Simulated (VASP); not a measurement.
GaCuSe2:

```
Cu Se Ga
1.0
     3.76403    0.00000    0.00000
     0.00000    3.76403    0.00000
     0.00000    0.00000    5.30153
Cu Se Ga
1 2 1
Direct
  0.00000 0.00000 0.00000
  0.00000 0.00000 0.50000
  0.50000 0.50000 0.00000
  0.50000 0.50000 0.50000
```

```yaml
Program: VASP 6.6.1
Task: relaxation of cell and atoms
Functional: r2SCAN
Potentials_or_basis: VASP PAW PBE potentials, release 64 (Cu, Se, Ga_d)
Cutoff: 600 eV
k_mesh: 6 × 6 × 4
Occupations: fermi-dirac, width 0.02 eV
Spin: no spin polarisation
```

At the start: pressure -2.2 GPa; volume 18.78 Å³/atom.

Where does the relaxation end?

Over 3 steps the energy falls by 3.6 meV/atom and the volume is 18.27 Å³/atom (-2.7 %); space group P4/mmm (No. 123, to 0.1 Å) before and after.

The path:
```csv
step,energy change (eV),largest force (eV/Å),pressure (GPa),volume (Å³)
1,0.0000,0.0000,-2.18,75.11
2,-0.0126,0.0000,0.89,72.37
3,-0.0144,0.0000,0.01,73.07
```

Final structure:
```
Cu Se Ga
1.0
     3.72924    0.00000    0.00000
     0.00000    3.72924    0.00000
     0.00000    0.00000    5.25402
Cu Se Ga
1 2 1
Cartesian
  0.0000 0.0000 0.0000
  0.0000 0.0000 2.6270
  1.8646 1.8646 0.0000
  1.8646 1.8646 2.6270
```

Caveat: the PAW data sets were made with another functional, which shifts forces and pressure a little.
